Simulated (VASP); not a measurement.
## Ni: single point with r2SCAN

The system is Ni.

```xyz
1
Lattice="-1.3824 1.3824 1.3824 1.3824 -1.3824 1.3824 1.3824 1.3824 -1.3824" Properties=species:S:1:pos:R:3 pbc="T T T"
Ni    0.0000    0.0000    0.0000
```

| Item | Value |
| --- | --- |
| Program | VASP 6.6.1 |
| Task | single point |
| Functional | r2SCAN |
| Potentials or basis | VASP PAW PBE potentials, release 64 (Ni) |
| Cutoff | 520 eV |
| k mesh | 26 × 26 × 26 |
| Occupations | fermi-dirac, width 0.05 eV |
| Spin | collinear spin, ferromagnetic start |
| Starting moments | [0.655] μB |
| Dipole correction | no |
| Further INCAR settings | ALGO = Normal; EDIFF = 1e-07; NBANDS = 15 |

* Pressure: 0.5 GPa
* Net moment: 0.61 μB per cell
* Site moments: Ni +0.63 μB
* Valence electrons inside the program's atomic spheres: Ni 9.40

Levels at points of the mesh, in eV from the Fermi level:
Spin up:
```csv
k point,band 2,band 3,band 4,band 5,band 6,band 7,band 8,band 9
"(0.00, 0.00, 0.00)",-2.70,-2.70,-2.70,-1.14,-1.14,27.79,27.79,27.79
"(0.50, 0.00, 0.00)",-3.67,-1.24,-0.98,-0.35,0.23,6.85,20.17,21.40
"(0.50, 0.50, 0.50)",-4.64,-0.58,-0.58,-0.58,10.43,10.43,10.43,16.28
```
Spin down:
```tsv
k point	band 3	band 4	band 5	band 6	band 7	band 8
(0.00, 0.00, 0.00)	-1.58	-1.58	-0.53	-0.53	27.76	27.76
(0.50, 0.00, 0.00)	-0.45	-0.35	0.05	0.94	7.38	20.11
(0.50, 0.50, 0.50)	0.69	0.69	0.69	10.45	10.45	10.45
```

Wall time 6.6 min on 1 thread of AMD EPYC 9R45 96-Core Processor (Zen 5) (shared host), peak memory 0.2 GiB.

Caveat: the PAW data sets were made with another functional, which shifts forces and pressure a little.
